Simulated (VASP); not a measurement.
Input of a VASP 6.6.1 run:

File POSCAR:

```
MgO2
1.0
    4.7853400024      0.0000000000      0.0000000000
    0.0000000000      4.7853400024      0.0000000000
    0.0000000000      0.0000000000      4.7853400024
Mg O
4 8
Direct
    0.0000000000      0.5000000000      0.5000000000
    0.5000000000      0.5000000000      0.0000000000
    0.5000000000      0.0000000000      0.5000000000
    0.0000000000      0.0000000000      0.0000000000
    0.4106506749      0.0893493251      0.9106506749
    0.0893493251      0.9106506749      0.4106506749
    0.9106506749      0.4106506749      0.0893493251
    0.5893493251      0.5893493251      0.5893493251
    0.4106506749      0.4106506749      0.4106506749
    0.0893493251      0.5893493251      0.9106506749
    0.9106506749      0.0893493251      0.5893493251
    0.5893493251      0.9106506749      0.0893493251
```

INCAR.step1

```
SYSTEM = MgO2
  ALGO = Normal
  EDIFF = 1E-4
  ENCUT = 520
  GGA = PE
  ISMEAR = 0
  LASPH = .True.
  LCHARG = .False.
  LREAL = .False.
  LWAVE = .True.
  NBANDS = 40
  NELM = 80
  PREC = Accurate
  SIGMA = 0.02
```

File INCAR.step2:

```
SYSTEM = MgO2
  ALGO = Normal
  EDIFF = 1E-6
  ENCUT = 520
  ISIF = 2
  ISMEAR = 0
  ISTART = 1
  LASPH = .True.
  LCHARG = .False.
  LMIXTAU = .True.
  LREAL = .False.
  LWAVE = .False.
  METAGGA = R2SCAN
  NBANDS = 40
  NELM = 80
  PREC = Accurate
  SIGMA = 0.02
```

File KPOINTS:

```
k-points
0
Gamma
  6 6 6
  0 0 0
```

Potentials or basis: VASP PAW PBE potentials, release 64 (Mg, O).

The run is started by

```bash
$ cat potpaw_PBE.64/Mg/POTCAR potpaw_PBE.64/O/POTCAR > POTCAR
$ cp INCAR.step1 INCAR
$ mpirun -np 1 vasp_std > vasp.out
$ cp INCAR.step2 INCAR
$ mpirun -np 1 vasp_std > vasp.out
```

**Question.** What does it give for the largest force?

**Answer.** 0.281 eV/Å.

**Question.** Estimate the band gap on the k mesh.

**Answer.** 4.79 eV (least direct gap 4.93 eV).

Forces in eV/Å, atoms in the order of the input:
```
Mg   0.000  0.000  0.000
Mg   0.000  0.000  0.000
Mg   0.000  0.000  0.000
Mg   0.000  0.000  0.000
O   -0.162  0.162 -0.162
O    0.162 -0.162 -0.162
O   -0.162 -0.162  0.162
O    0.162  0.162  0.162
O   -0.162 -0.162 -0.162
O    0.162  0.162 -0.162
O   -0.162  0.162  0.162
O    0.162 -0.162  0.162
```

Caveat: the PAW data sets were made with another functional, which shifts forces and pressure a little. A k mesh can miss the band edges.
